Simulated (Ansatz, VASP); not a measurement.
**One calculation of Mg, two programs**

```
Mg
1.0
     3.20927    0.00000    0.00000
    -1.60464    2.77931    0.00000
     0.00000    0.00000    5.21033
Mg
2
Direct
  0.33333 0.66667 0.25000
  0.66667 0.33333 0.75000
```

Alike in both runs: task relaxation of cell and atoms; functional revPBE; k mesh 11 × 11 × 6; occupations fermi-dirac, width 0.1 eV; no spin polarisation.

|  | VASP | Ansatz |
| --- | --- | --- |
| version | VASP 6.6.1 | Ansatz 0.2.0 |
| potentials or method | VASP PAW PBE potentials, release 64 (Mg), cutoff 600 eV | plane waves (420 eV) with PAW, scalar-relativistic |
| valence electrons in the cell | 4 | 20 |

|  | VASP | Ansatz | Ansatz less VASP |
| --- | --- | --- | --- |
| relaxed volume (Å³/atom) | 23.43 | 23.56 | +0.124 |
| relaxed cell length with the largest relative difference (Å) | 5.225 | 5.234 | +0.0095 |

VASP's potentials were made for PBE, not for revPBE. VASP's potentials hold 4 valence electrons a cell and Ansatz's 20, so a difference there can come from the potentials and not from the codes.
